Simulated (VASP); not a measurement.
# HfC in VASP: settings compared, part 2 of 2

VASP 6.6.1. Earlier steps stand in the parts before.

## Step 4: Single point, LDA

This run uses another cell than the first one, of 11.95 Å³/atom, 0.970 times its volume.

Contents of INCAR:

```
SYSTEM = HfC
  ALGO = Normal
  EDIFF = 1E-7
  ENCUT = 520
  GGA = CA
  ISIF = 2
  ISMEAR = -1
  LASPH = .True.
  LCHARG = .False.
  LREAL = .False.
  LWAVE = .False.
  NBANDS = 14
  NELM = 80
  PREC = Accurate
  SIGMA = 0.05
```

Contents of KPOINTS:

```
k-points
0
Gamma
  12 12 12
  0 0 0
```

Contents of POSCAR:

```
HfC
1.0
   -1.6167953972      2.2865450434      1.6168767941
    1.6167953972     -2.2865450434      1.6168767941
    1.6167953972      2.2865450434     -1.6168767941
Hf C
1 1
Direct
    1.0820829521      1.0820829521      0.0000000000
    0.5820837079      0.0820837079      0.5000000000
```

Potentials or basis: VASP PAW LDA potentials, release 64 (Hf_pv, C).

Launch:

```console
$ cat potpaw_LDA.64/Hf_pv/POTCAR potpaw_LDA.64/C/POTCAR > POTCAR
$ mpirun -np 1 vasp_std > vasp.out
```

OUTCAR:

```text
SYSTEM = HfC
   EDIFF = 1E-7
   ENCUT = 520
   GGA = CA
   ISIF = 2
   ISMEAR = -1
   LASPH = .True.
   LREAL = .False.
   NELM = 80
   PREC = Accurate

 ion  position               nearest neighbor table
   1  0.082  0.082  0.000-   2 2.29   2 2.29   2 2.29   2 2.29   2 2.29   2 2.29
   2  0.582  0.082  0.500-   1 2.29   1 2.29   1 2.29   1 2.29   1 2.29   1 2.29

  LATTYP: Found a body centered orthorhombic cell.
 ALAT       =     3.2335907944
 B/A-ratio  =     1.0000503446
 C/A-ratio  =     1.4142451465

  Lattice vectors:

 A1 = (   1.6167953972,  -2.2865450434,  -1.6168767941)
 A2 = (  -1.6167953972,  -2.2865450434,   1.6168767941)
 A3 = (  -1.6167953972,   2.2865450434,  -1.6168767941)

Analysis of symmetry for initial positions (statically):
=====================================================================
 Subroutine PRICEL returns:
 Original cell was already a primitive cell.

 Routine SETGRP: Setting up the symmetry group for a
 body centered orthorhombic supercell.

 Subroutine GETGRP returns: Found  8 space group operations
 (whereof  4 operations were pure point group operations)
 out of a pool of  8 trial point group operations.

The static configuration has the point symmetry C_2v.
[... 171 lines left out ...]
      1     -22.9130      2.00000
      2     -22.9130      2.00000
      3     -22.9130      2.00000
      4      -6.1433      2.00000
      5       7.3023      0.00000
      6       7.3025      0.00000
      7       7.3026      0.00000
      8       7.5623      0.00000
      9       7.5627      0.00000
     10       7.5631      0.00000
     11       9.7272      0.00000
     12       9.7273      0.00000
     13      13.8089      0.00000
     14      17.4367      0.00000
[... 377 lines left out ...]
      1     -23.6557      2.00000
      2     -23.1208      2.00000
      3     -23.0472      2.00000
      4      -2.7175      2.00000
      5       0.8981      2.00000
      6       3.3371      2.00000
      7       3.6766      2.00000
      8       9.3781      0.00000
      9      12.0495      0.00000
     10      12.3416      0.00000
     11      15.1470      0.00000
     12      16.2444      0.00000
     13      18.1114      0.00000
     14      19.3119      0.00000

 [... further k-points ...]
[... 5 lines left out ...]
  --------------------------------------------------------------------------------------
  -------------------------------------------------------------------------------------
  Total        0.0989864      0.0978211      0.0962482      0.0000000      0.0000000      0.0000000
  in kB        6.6330638      6.5549819      6.4495795      0.0000000      0.0000000      0.0000000
  external PRESSURE =       6.5458751 kB  Pullay stress =       0.0000000 kB

 VOLUME and BASIS-vectors are now :
 -----------------------------------------------------------------------------
  energy-cutoff  :      520.00
  volume of cell :       23.91
      direct lattice vectors                 reciprocal lattice vectors
    -1.616795397  2.286545043  1.616876794     0.000000000  0.218670523  0.309238157
     1.616795397 -2.286545043  1.616876794     0.309253726  0.000000000  0.309238157
     1.616795397  2.286545043 -1.616876794     0.309253726  0.218670523  0.000000000

 POSITION                                       TOTAL-FORCE (eV/Angst)
 -----------------------------------------------------------------------------------
      0.00000      0.00000      0.26544         0.000000      0.000000     -0.000000
      0.00000      2.28655      0.26544        -0.000000     -0.000000      0.000000
 -----------------------------------------------------------------------------------
    total drift:                               -0.000000     -0.000000     -0.000624

  FREE ENERGIE OF THE ION-ELECTRON SYSTEM (eV)
  ---------------------------------------------------
  free  energy   TOTEN  =       -22.8952976497 eV

  energy  without entropy=      -22.8926956046  energy(sigma->0) =      -22.89399663
```

OSZICAR:

```text
N       E                     dE             d eps       ncg     rms          rms(c)
DAV:   1     0.222055962070E+02    0.22206E+02   -0.72122E+03  7864   0.960E+02
DAV:   2    -0.246201495544E+02   -0.46826E+02   -0.44327E+02  9912   0.204E+02
DAV:   3    -0.260255622509E+02   -0.14054E+01   -0.14013E+01  9710   0.261E+01
DAV:   4    -0.260313627904E+02   -0.58005E-02   -0.58001E-02  9288   0.210E+00
DAV:   5    -0.260313972298E+02   -0.34439E-04   -0.34439E-04  9624   0.142E-01    0.634E+01
DAV:   6    -0.229756167661E+02    0.30558E+01   -0.12121E+01  9286   0.183E+01    0.448E+01
DAV:   7    -0.229154086156E+02    0.60208E-01   -0.66973E-01  9964   0.526E+00    0.254E+01
DAV:   8    -0.229028968828E+02    0.12512E-01   -0.93203E-02  9598   0.191E+00    0.572E+00
DAV:   9    -0.228958070996E+02    0.70898E-02   -0.31659E-02  9154   0.886E-01    0.193E+00
DAV:  10    -0.228953007204E+02    0.50638E-03   -0.20200E-03  9362   0.310E-01    0.507E-02
DAV:  11    -0.228952986667E+02    0.20537E-05   -0.90649E-05  9202   0.762E-02    0.823E-02
DAV:  12    -0.228952980396E+02    0.62703E-06   -0.11815E-06  9814   0.896E-03    0.322E-02
DAV:  13    -0.228952976464E+02    0.39321E-06   -0.11319E-06  9610   0.532E-03    0.308E-03
DAV:  14    -0.228952976497E+02   -0.32790E-08   -0.24076E-08  5534   0.121E-03
   1 F= -.22895298E+02 E0= -.22893997E+02  d E =-.260205E-02
```

Wall time 39 s (1 thread of Intel Xeon Platinum 8375C at 2.90GHz (Ice Lake), shared host); peak memory 0.2 GiB.

Results:

```
Free energy            : -22.8953 eV
Pressure               : 0.7 GPa
Band gap on the k mesh : zero (band 7 reaches 7.30 eV, above the bottom of band 8 at 5.84 eV)
```

Levels at points of the mesh, in eV from the Fermi level:
```
           k point  band 3  band 4  band 5  band 6  band 7  band 8  band 9  band 10  band 11  band 12
(0.00, 0.00, 0.00)  -29.20  -12.43    1.01    1.01    1.02    1.27    1.28     1.28     3.44     3.44
(0.50, 0.00, 0.00)  -29.28   -8.29   -6.39   -3.20   -3.20    5.46    5.47     5.98     6.86    11.95
(0.00, 0.50, 0.00)  -29.49  -10.50   -2.47   -2.04   -0.03   -0.03    5.50     6.99     6.99     8.99
(0.50, 0.50, 0.00)  -29.28   -8.29   -6.39   -3.21   -3.20    5.46    5.47     5.99     6.86    11.95
(0.50, 0.50, 0.50)  -29.49  -10.50   -2.47   -2.04   -0.03   -0.03    5.50     6.99     6.99     8.99
```

Caveat: spin-orbit coupling is left out, which moves the levels of the heavy elements.

## Step 5: Single point, PBEsol

This run uses another cell than the first one, of 12.22 Å³/atom, 0.992 times its volume.

Contents of INCAR:

```
SYSTEM = HfC
PREC = Accurate
ENCUT = 520
EDIFF = 1E-7
ISMEAR = -1
SIGMA = 0.05
LREAL = .FALSE.
LASPH = .TRUE.
NELM = 60
ALGO = Normal
ISIF = 2
LWAVE = .FALSE.
LCHARG = .FALSE.
GGA = PS
NBANDS = 14
```

Contents of KPOINTS:

```
regular mesh
0
G
  12 12 12
  0 0 0
```

Contents of POSCAR:

```
HfC
1.0
   -1.6287712416      2.3036532683      1.6290559402
    1.6287712416     -2.3036532683      1.6290559402
    1.6287712416      2.3036532683     -1.6290559402
Hf C
1 1
Direct
    1.0820791995      1.0820791995      0.0000000000
    0.5820874605      0.0820874605      0.5000000000
```

Potentials or basis: VASP PAW PBE potentials, release 64 (Hf_pv, C).

Launch:

```console
$ cat potpaw_PBE.64/Hf_pv/POTCAR potpaw_PBE.64/C/POTCAR > POTCAR
$ mpirun -np 1 vasp_std > vasp.out
```

It took 44 s on 1 thread of Intel Xeon Platinum 8375C at 2.90GHz (Ice Lake), shared host; peak memory 0.22 GiB.

The run converged. Its results:

```yaml
Free_energy: -22.1968 eV
Pressure: -0.3 GPa
Band_gap_on_the_k_mesh: zero (band 7 reaches 7.06 eV, above the bottom of band 8 at 5.60 eV)
```

Levels at points of the mesh, in eV from the Fermi level:
```
           k point  band 5  band 6  band 7  band 8  band 9  band 10
(0.00, 0.00, 0.00)    1.02    1.02    1.02    1.33    1.33     1.33
(0.50, 0.00, 0.00)   -6.32   -3.10   -3.10    5.43    5.43     5.92
(0.00, 0.50, 0.00)   -2.57   -1.94   -0.07   -0.07    5.44     6.92
(0.50, 0.50, 0.00)   -6.32   -3.10   -3.10    5.43    5.44     5.92
(0.50, 0.50, 0.50)   -2.57   -1.94   -0.07   -0.07    5.44     6.92
```

Caveat: the PAW data sets were made with another functional, which shifts forces and pressure a little; spin-orbit coupling is left out, which moves the levels of the heavy elements.

## Step 6: Single point, revPBE

This run uses another cell than the first one, of 12.74 Å³/atom, 1.034 times its volume.

Contents of INCAR:

```
PREC = Accurate
ENCUT = 520
EDIFF = 1E-6
ISMEAR = -1
SIGMA = 0.05
LREAL = False
LASPH = True
NELM = 80
ALGO = Normal
ISIF = 2
LWAVE = False
LCHARG = True
GGA = RE
LELF = True
LVHAR = True
NBANDS = 14
```

Contents of KPOINTS:

```
regular mesh
0
Gamma
  12 12 12
```

Contents of POSCAR:

```
HfC
1.0
   -1.6515071957      2.3356584769      1.6515692052
    1.6515071957     -2.3356584769      1.6515692052
    1.6515071957      2.3356584769     -1.6515692052
Hf C
1 1
Direct
    1.0820850665      1.0820850665      0.0000000000
    0.5820815935      0.0820815935      0.5000000000
```

Potentials or basis: VASP PAW PBE potentials, release 64 (Hf_pv, C).

Launch:

```console
$ cat potpaw_PBE.64/Hf_pv/POTCAR potpaw_PBE.64/C/POTCAR > POTCAR
$ mpirun -np 1 vasp_std > vasp.out
```

OUTCAR:

```text
PREC = Accurate
   ENCUT = 520
   EDIFF = 1E-6
   ISMEAR = -1
   LREAL = False
   LASPH = True
   NELM = 80
   ISIF = 2
   GGA = RE

 ion  position               nearest neighbor table
   1  0.082  0.082  0.000-   2 2.34   2 2.34   2 2.34   2 2.34   2 2.34   2 2.34
   2  0.582  0.082  0.500-   1 2.34   1 2.34   1 2.34   1 2.34   1 2.34   1 2.34

  LATTYP: Found a body centered orthorhombic cell.
 ALAT       =     3.3030143914
 B/A-ratio  =     1.0000375472
 C/A-ratio  =     1.4142587347

  Lattice vectors:

 A1 = (   1.6515071957,  -2.3356584769,  -1.6515692052)
 A2 = (  -1.6515071957,  -2.3356584769,   1.6515692052)
 A3 = (  -1.6515071957,   2.3356584769,  -1.6515692052)

Analysis of symmetry for initial positions (statically):
=====================================================================
 Subroutine PRICEL returns:
 Original cell was already a primitive cell.

 Routine SETGRP: Setting up the symmetry group for a
 body centered orthorhombic supercell.

 Subroutine GETGRP returns: Found  8 space group operations
 (whereof  4 operations were pure point group operations)
 out of a pool of  8 trial point group operations.

The static configuration has the point symmetry C_2v.
[... 169 lines left out ...]

 k-point     1 :       0.0000    0.0000    0.0000
  band No.  band energies     occupation
      1     -23.7400      2.00000
      2     -23.7400      2.00000
      3     -23.7399      2.00000
      4      -6.3471      2.00000
      5       6.9207      0.00000
      6       6.9208      0.00000
      7       6.9210      0.00000
      8       7.3374      0.00000
      9       7.3375      0.00000
     10       7.3379      0.00000
     11       9.2851      0.00000
     12       9.2853      0.00000
     13      12.5865      0.00000
     14      16.8700      0.00000
[... 377 lines left out ...]
      1     -24.3073      2.00000
      2     -23.8995      2.00000
      3     -23.8441      2.00000
      4      -3.2554      2.00000
      5       0.7650      2.00000
      6       3.1318      2.00000
      7       3.5269      2.00000
      8       8.9776      0.00000
      9      11.4625      0.00000
     10      11.7195      0.00000
     11      14.2363      0.00000
     12      15.2974      0.00000
     13      17.0558      0.00000
     14      18.5260      0.00000

 [... further k-points ...]
[... 5 lines left out ...]
  --------------------------------------------------------------------------------------
  -------------------------------------------------------------------------------------
  Total       -0.1225030     -0.1244368     -0.1246351      0.0000000      0.0000000      0.0000000
  in kB       -7.7021276     -7.8237099     -7.8361811      0.0000000      0.0000000      0.0000000
  external PRESSURE =      -7.7873395 kB  Pullay stress =       0.0000000 kB

 VOLUME and BASIS-vectors are now :
 -----------------------------------------------------------------------------
  energy-cutoff  :      520.00
  volume of cell :       25.48
      direct lattice vectors                 reciprocal lattice vectors
    -1.651507196  2.335658477  1.651569205     0.000000000  0.214072393  0.302742385
     1.651507196 -2.335658477  1.651569205     0.302753752  0.000000000  0.302742385
     1.651507196  2.335658477 -1.651569205     0.302753752  0.214072393  0.000000000

 POSITION                                       TOTAL-FORCE (eV/Angst)
 -----------------------------------------------------------------------------------
      0.00000      0.00000      0.27114         0.000000      0.000000      0.000000
      0.00000      2.33566      0.27113        -0.000000     -0.000000     -0.000000
 -----------------------------------------------------------------------------------
    total drift:                               -0.000000     -0.000000      0.003032

  FREE ENERGIE OF THE ION-ELECTRON SYSTEM (eV)
  ---------------------------------------------------
  free  energy   TOTEN  =       -20.2969853533 eV

  energy  without entropy=      -20.2948543080  energy(sigma->0) =      -20.29591983
```

It took 79 s on 1 thread of Intel Xeon Platinum 8375C at 2.90GHz (Ice Lake), shared host; peak memory 0.24 GiB.

Results:

```yaml
Free_energy: -20.2970 eV
Pressure: -0.8 GPa
Band_gap_on_the_k_mesh: zero (band 7 reaches 6.92 eV, above the bottom of band 8 at 5.51 eV)
```

Caveat: the PAW data sets were made with another functional, which shifts forces and pressure a little; spin-orbit coupling is left out, which moves the levels of the heavy elements.

## Step 7: Summary

| level | potentials or basis | cell | gap on the mesh (eV) | pressure (GPa) |
| --- | --- | --- | --- | --- |
| PBE+D3(BJ) | VASP PAW PBE potentials, release 64 (Hf_pv, C) | a = 3.267 Å, angles 120.0, 90.0, 120.0°, 2 atoms | none | -0.6 |
| PBE+D4 | VASP PAW PBE potentials, release 64 (Hf_pv, C) | a = 3.273 Å, angles 120.0, 90.0, 120.0°, 2 atoms | none | -0.6 |
| LDA | VASP PAW LDA potentials, release 64 (Hf_pv, C) | a = 3.234 Å, angles 120.0, 90.0, 120.0°, 2 atoms | none | 0.7 |
| PBEsol | VASP PAW PBE potentials, release 64 (Hf_pv, C) | a = 3.258 Å, angles 120.0, 90.0, 120.0°, 2 atoms | none | -0.3 |
| revPBE | VASP PAW PBE potentials, release 64 (Hf_pv, C) | a = 3.303 Å, angles 120.0, 90.0, 120.0°, 2 atoms | none | -0.8 |

Alike in all rows: task single point; no spin polarisation; k mesh 12 × 12 × 12; cutoff (eV) 520; smearing fermi-dirac 0.05 eV.

Caveats: spin-orbit coupling is left out, which moves the levels of the heavy elements; pairwise dispersion overbinds metals, which lowers pressure and volume (some runs); the PAW data sets were made with another functional, which shifts forces and pressure a little (some runs).

Total energies depend on the potentials used, so only differences within one code and one set of settings carry meaning.
